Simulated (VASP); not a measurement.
# Ir: single point with LDA

Ir:

```
Ir
1.0
     0.00000    2.72906    2.72906
     2.72906    0.00000    2.72906
     2.72906    2.72906    0.00000
Ir
2
Cartesian
  5.4581 5.4581 5.4581
  1.3645 1.3645 1.3645
```

| Property | Result |
| --- | --- |
| Program | VASP 6.6.1 |
| Task | single point |
| Functional | LDA |
| Potentials or basis | VASP PAW LDA potentials, release 64 (Ir) |
| Cutoff | 500 eV |
| k mesh | 7 × 7 × 7 |
| Occupations | fermi-dirac, width 0.05 eV |
| Spin | no spin polarisation |
| Dipole correction | no |
| Further INCAR settings | ALGO = Normal; EDIFF = 1e-06; NBANDS = 16 |

```json
{
 "Pressure": "2.4 GPa",
 "Band gap on the k mesh": "zero (band 9 reaches 6.69 eV, above the bottom of band 10 at 5.20 eV)"
}
```

Levels at points of the mesh, in eV from the Fermi level:
| k point | band 6 | band 7 | band 8 | band 9 | band 10 | band 11 | band 12 | band 13 |
| --- | --- | --- | --- | --- | --- | --- | --- | --- |
| (0.00, 0.00, 0.00) | -5.01 | -1.93 | -1.93 | -1.93 | 0.89 | 0.89 | 11.06 | 11.06 |

Wall time 15 s on 1 thread of Intel Xeon 8259CL, on a shared host, peak memory 0.14 GiB.

Caveat: spin-orbit coupling is left out, which moves the levels of the heavy elements.
